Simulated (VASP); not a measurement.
# GaN in VASP: a series of runs, part 2 of 2

VASP 6.6.1. The steps go on from the part before.

## (5) Single point, HSE06 (uniaxial x strain -0.5%)

Contents of POSCAR:

```
GaN
1.0
    0.0000000000      2.2489525415      2.2489525415
    2.2368081978      0.0000000000      2.2489525415
    2.2368081978      2.2489525415      0.0000000000
Ga N
1 1
Direct
    0.0000000000      0.0000000000      0.0000000000
    0.2500000000      0.2500000000      0.2500000000
```

Contents of INCAR.step1:

```
ALGO = Normal
EDIFF = 1E-5
ENCUT = 520
GGA = PE
ISIF = 2
ISMEAR = 0
LASPH = True
LCHARG = False
LREAL = False
LWAVE = True
NBANDS = 16
NELM = 100
PREC = Accurate
SIGMA = 0.01
```

Contents of INCAR.step2:

```
ALGO = Normal
EDIFF = 1E-7
ENCUT = 520
GGA = PE
HFSCREEN = 0.2079
ISIF = 2
ISMEAR = 0
ISTART = 1
LASPH = True
LCHARG = False
LHFCALC = True
LREAL = False
LWAVE = False
NBANDS = 16
NELM = 100
PREC = Accurate
PRECFOCK = Normal
SIGMA = 0.01
```

Contents of KPOINTS:

```
k-points
0
Gamma
  6 6 6
```

Potentials or basis: VASP PAW PBE potentials, release 64 (Ga_d, N).

The run is started by

```bash
cat potpaw_PBE.64/Ga_d/POTCAR potpaw_PBE.64/N/POTCAR > POTCAR
cp INCAR.step1 INCAR
mpirun -np 1 vasp_std > vasp.out
cp INCAR.step2 INCAR
mpirun -np 1 vasp_std > vasp.out
```

OUTCAR:

```text
EDIFF = 1E-7
   ENCUT = 520
   GGA = PE
   HFSCREEN = 0.2079
   ISIF = 2
   ISMEAR = 0
   ISTART = 1
   LASPH = True
   LHFCALC = True
   LREAL = False
   NELM = 100
   PREC = Accurate
   PRECFOCK = Normal

 ion  position               nearest neighbor table
   1  0.000  0.000  0.000-   2 1.94   2 1.94   2 1.94   2 1.94
   2  0.250  0.250  0.250-   1 1.94   1 1.94   1 1.94   1 1.94

  LATTYP: Found a body centered tetragonal cell.
 ALAT       =     3.1804991853
 C/A-ratio  =     1.4065768092

  Lattice vectors:

 A1 = (  -2.2368081978,   0.0000000000,  -2.2489525415)
 A2 = (  -2.2368081978,   0.0000000000,   2.2489525415)
 A3 = (   2.2368081978,   2.2489525415,   0.0000000000)

Analysis of symmetry for initial positions (statically):
=====================================================================
 Subroutine PRICEL returns:
 Original cell was already a primitive cell.

 Routine SETGRP: Setting up the symmetry group for a
 body centered tetragonal supercell.

 Subroutine GETGRP returns: Found  8 space group operations
 (whereof  8 operations were pure point group operations)
 out of a pool of 16 trial point group operations.

The static configuration has the point symmetry D_2d.

Analysis of symmetry for dynamics (positions and initial velocities):
=====================================================================
 Subroutine PRICEL returns:
 Original cell was already a primitive cell.

 Routine SETGRP: Setting up the symmetry group for a
 body centered tetragonal supercell.

 Subroutine GETGRP returns: Found  8 space group operations
 (whereof  8 operations were pure point group operations)
 out of a pool of 16 trial point group operations.

The dynamic configuration has the point symmetry D_2d.

 Subroutine INISYM returns: Found  8 space group operations
 (whereof  8 operations are pure point group operations),
 and found     1 'primitive' translations

----------------------------------------------------------------------------------------

                                     Primitive cell

  volume of cell :      22.6266

  direct lattice vectors                    reciprocal lattice vectors
     0.000000000  2.248952542  2.248952542    -0.223532800  0.222325723  0.222325723
     2.236808198  0.000000000  2.248952542     0.223532800 -0.222325723  0.222325723
     2.236808198  2.248952542  0.000000000     0.223532800  0.222325723 -0.222325723

  length of vectors
     3.180499185  3.171923462  3.171923462     0.385777613  0.385777613  0.385777613

  position of ions in fractional coordinates (direct lattice)
     0.000000000  0.000000000  0.000000000
     0.250000000  0.250000000  0.250000000

  ion indices of the primitive-cell ions
   primitive index   ion index
                 1           1
                 2           2

----------------------------------------------------------------------------------------
[... 27 lines left out ...]
  0.000000  0.000000  0.000000      1.000000
  0.166667  0.000000  0.000000      8.000000
  0.333333 -0.000000 -0.000000      8.000000
  0.500000  0.000000  0.000000      4.000000
  0.166667  0.166667  0.000000      4.000000
  0.333333  0.166667  0.000000     16.000000
[... 16 lines left out ...]
 -0.333333  0.500000  0.166667      4.000000
  0.333333 -0.333333  0.166667      8.000000
 [... further k-points ...]
   k-points           NKPTS =     30   k-points in BZ     NKDIM =    216   number of bands    NBANDS=     16
   number of dos      NEDOS =    301   number of ions     NIONS =      2
   total plane-waves  NPLWV =  13824
   dimension x,y,z NGX =    24 NGY =   24 NGZ =   24
   dimension x,y,z NGXF=    48 NGYF=   48 NGZF=   48
   ions per type =               1   1
   NGX,Y,Z   is equivalent  to a cutoff of  12.54, 12.58, 12.58 a.u.
   NGXF,Y,Z  is equivalent  to a cutoff of  25.09, 25.16, 25.16 a.u.
 SYSTEM =  unknown system
   PREC   = accura    normal or accurate (medium, high low for compatibility)
   ISTART =      1    job   : 0-new  1-cont  2-samecut
   ICHARG =      0    charge: 1-file 2-atom 10-const
   ISPIN  =      1    spin polarized calculation?
   LNONCOLLINEAR =      F non collinear calculations
   LSORBIT =      F    spin-orbit coupling
   LASPH  =      T    aspherical Exc in radial PAW
   ENCUT  =  520.0 eV  38.22 Ry    6.18 a.u.   5.91  5.90  5.90*2*pi/ulx,y,z
   NELM   =    100;   NELMIN=  2; NELMDL=  0     # of ELM steps
   EDIFF  = 0.1E-06   stopping-criterion for ELM
   LREAL  =      F    real-space projection
   EDIFFG = 0.1E-05   stopping-criterion for IOM
   NSW    =      0    number of steps for IOM
   IBRION =     -1    ionic relax: 0-MD 1-quasi-New 2-CG
   NFREE  =      0    steps in history (QN), initial steepest desc. (CG)
   ISIF   =      2    stress and relaxation
   ISYM   =      3    0-nonsym 1-usesym 2-fastsym
   POTIM  = 0.5000    time-step for ionic-motion
   TEBEG  =    0.0;   TEEND  =   0.0 temperature during run
   PSTRESS=    0.0 pullay stress
   NELECT =      18.0000    total number of electrons
   NUPDOWN=      -1.0000    fix difference up-down
   EMIN   =  10.00;   EMAX   =-10.00  energy-range for DOS
   EFERMI =   0.00;   METHOD = LEGACY
   ISMEAR =     0;   SIGMA  =   0.01  broadening in eV -4-tet -1-fermi 0-gaus
   EFERMI_NEDOS =   21; number of points for ismear=-14 and -15
   IALGO  =     38    algorithm
   IMIX   =      1    mixing-type and parameters
     AMIX     =   0.40;   BMIX     =  1.00
     AMIX_MAG =   1.60;   BMIX_MAG =  1.00
  volume/ion in A,a.u.               =      11.31        76.35
  Fermi-wavevector in a.u.,A,eV,Ry     =   1.516908  2.866540 31.307138  2.301010
  Thomas-Fermi vector in A             =   2.626235
   LORBIT       =      0    0 simple, 1 ext, 2 COOP (PROOUT), +10 PAW based schemes
   GGA     = PE    functional components
   LHFCALC =     T    Hartree Fock is set to
   PRECFOCK=normal    Normal, Fast or Accurate (Low or Medium for compatibility)
   ENCUT4O =  -1.0   cutoff for four orbital integrals eV
   NKREDX  =     1    reduce k-point grid by
   NKREDY  =     1    reduce k-point grid by
   NKREDZ  =     1    reduce k-point grid by
   AEXX    =    0.2500 exact exchange contribution
   HFSCREEN=    0.2079 screening length (either q_TF or 0.3 A-1)
   HFSCREENC=   0.2079 screening length for correlation (either q_TF or 0.3 A-1)
   ENCUTFOCK=  -1.0 apply spherical cutoff to Coloumb kernel
   IVDW    =     0    specifies the selected vdW correction
   LEPSILON=     F    determine dielectric tensor
   LRPA    =     F    only Hartree local field effects (RPA)
 non-spin polarized calculation
 Gauss-broadening in eV      SIGMA  =   0.01
  energy-cutoff  :      520.00
  volume of cell :       22.63
 maximum number of plane-waves:       620
  NGX = 18; NGY = 18; NGZ = 18

 number of electron      18.0000012 magnetization

 Free energy of the ion-electron system (eV)
  ---------------------------------------------------
  ext. energy  EPLUGINS =         0.00000000
  ---------------------------------------------------
  free energy    TOTEN  =       -14.73775073 eV

  energy without entropy =      -14.73775073  energy(sigma->0) =      -14.73775073

 E-fermi :   4.6625     XC(G=0):  -9.6099

 val. band max:        4.5968505584   @ k =   0.0000   0.0000   0.0000
 cond. band min:       7.6424377314   @ k =   0.0000   0.0000   0.0000
 fundamental gap:      3.0455871731
 Fermi energy:         4.6625258430

 k-point     1 :       0.0000    0.0000    0.0000
  band No.  band energies     occupation
      1     -12.9587      2.00000
      2     -10.9954      2.00000
      3     -10.9954      2.00000
      4     -10.9900      2.00000
      5     -10.6664      2.00000
      6     -10.6663      2.00000
[... 433 lines left out ...]
      3     -10.8030      2.00000
      4     -10.6966      2.00000
      5     -10.6481      2.00000
      6      -8.4501      2.00000
[... 8 lines left out ...]
     15      25.3165      0.00000
     16      29.5435      0.00000

 [... further k-points ...]

------------------------ aborting loop because EDIFF is reached ----------------------------------------

  FORCE on cell =-STRESS in cart. coord.  units (eV):
  Direction    XX          YY          ZZ          XY          YZ          ZX
  --------------------------------------------------------------------------------------
  -------------------------------------------------------------------------------------
  Total        0.2019509      0.1008785      0.1008785      0.0000000      0.0000000      0.0000000
  in kB       14.3000357      7.1431516      7.1431516      0.0000000      0.0000000      0.0000000
  external PRESSURE =       9.5287796 kB  Pullay stress =       0.0000000 kB

 VOLUME and BASIS-vectors are now :
 -----------------------------------------------------------------------------
  energy-cutoff  :      520.00
  volume of cell :       22.63
      direct lattice vectors                 reciprocal lattice vectors
     0.000000000  2.248952542  2.248952542    -0.223532800  0.222325723  0.222325723
     2.236808198  0.000000000  2.248952542     0.223532800 -0.222325723  0.222325723
     2.236808198  2.248952542  0.000000000     0.223532800  0.222325723 -0.222325723

 POSITION                                       TOTAL-FORCE (eV/Angst)
 -----------------------------------------------------------------------------------
      0.00000      0.00000      0.00000         0.000000     -0.000000      0.000000
      1.11840      1.12448      1.12448        -0.000000      0.000000      0.000000
 -----------------------------------------------------------------------------------
    total drift:                               -0.000001      0.000002      0.000003

  FREE ENERGIE OF THE ION-ELECTRON SYSTEM (eV)
  ---------------------------------------------------
  free  energy   TOTEN  =       -14.7377507284 eV

  energy  without entropy=      -14.7377507284  energy(sigma->0) =      -14.73775073
```

It took 38 min on 1 thread of AMD EPYC 7R13 (Zen 3), shared host; peak memory 0.23 GiB.

What came out:

```
Free energy            : -14.7378 eV
Pressure               : 1.0 GPa
Band gap on the k mesh : 3.05 eV
```

Caveat: the cell differs from its parent crystal (uniaxial x strain -0.5%); the PAW data sets were made with another functional, which shifts forces and pressure a little.

## (6) The runs side by side

| level | potentials or basis | cell | k mesh | cutoff (eV) | grid for exact exchange (PRECFOCK) | share of exact exchange | screening parameter | gap on the mesh (eV) | pressure (GPa) |
| --- | --- | --- | --- | --- | --- | --- | --- | --- | --- |
| r2SCAN | VASP PAW PBE potentials, release 64 (Ga_d, N_h) | a = 3.180, b = 3.172, c = 3.172 Å, angles 60.2, 59.9, 59.9°, 2 atoms | 10 × 10 × 10 | 910 | - | - | - | 2.18 | 2.1 |
| r2SCAN | VASP PAW PBE potentials, release 64 (Ga_d, N_h) | a = 3.181, b = 3.181, c = 3.154 Å, angles 60.3, 60.3, 60.5°, 2 atoms | 10 × 10 × 10 | 910 | - | - | - | 2.10 | 1.1 |
| r2SCAN | VASP PAW PBE potentials, release 64 (Ga_d, N_h) | a = 3.212 Å, angles 59.3°, 2 atoms | 10 × 10 × 10 | 910 | - | - | - | 2.02 | -1.9 |
| HSE06 | VASP PAW PBE potentials, release 64 (Ga_d, N) | a = 3.180, b = 3.172, c = 3.172 Å, angles 60.2, 59.9, 59.9°, 2 atoms | 6 × 6 × 6 | 520 | Normal | 0.25 | 0.2079 1/Å | 3.05 | 1.0 |

Alike in all rows: task single point; no spin polarisation; smearing gaussian 0.01 eV.

Caveats: the PAW data sets were made with another functional, which shifts forces and pressure a little; the cutoff is under 1.25 times the usual one of these potentials, so pressure, stress and relaxed cells hold a basis-set (Pulay) error (at least some runs).

Total energies depend on the potentials used, so only differences within one code and one set of settings carry meaning.
